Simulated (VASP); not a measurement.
Runs of VASP 6.6.1 on NaF. The structure is cubic, space group Fm-3m (No. 225). Conventional cell: a = 4.594 Å, b = 4.594 Å, c = 4.594 Å, α = 90.00°, β = 90.00°, γ = 90.00°. Na (site symmetry m-3m) has 6 F at 2.30 Å within 3.0 Å. F (site symmetry m-3m) has 6 Na at 2.30 Å within 3.0 Å. 

```tsv
level	k mesh	smearing	grid for exact exchange (PRECFOCK)	share of exact exchange	screening parameter	gap on the mesh (eV)	pressure (GPa)
PBE-based screened hybrid with 30 % exact exchange	4 × 4 × 4	gaussian 0.01 eV	Normal	0.3	0.5 1/Å	8.12	1.4
PBE-based screened hybrid with 20 % exact exchange	4 × 4 × 4	gaussian 0.01 eV	Normal	0.2	0.1 1/Å	8.48	1.9
HSE06	4 × 4 × 4	fermi-dirac 0.5 eV	Normal	0.25	0.2079 1/Å	8.61	1.6
PBE-based screened hybrid with 75 % exact exchange	4 × 4 × 4	gaussian 0.01 eV	Normal	0.75	0.3 1/Å	12.25	-1.7
HSE06	4 × 4 × 4	gaussian 0.01 eV	Normal	0.25	0.2079 1/Å	8.61	1.6
PBE	6 × 6 × 6	gaussian 0.01 eV	-	-	-	(b)	(a)
```

Alike in all rows: task single point; potentials or basis VASP PAW PBE potentials, release 64 (Na_pv, F); no spin polarisation; cell as given; cutoff (eV) 520.

**Question.** Fill in the values left out.

**Answer.** (a) 3.5; (b) 6.44.

Caveats: some runs use coarse meshes; the PAW data sets were made with another functional, which shifts forces and pressure a little (at least some runs); the cell stands under pressure (at least some runs).

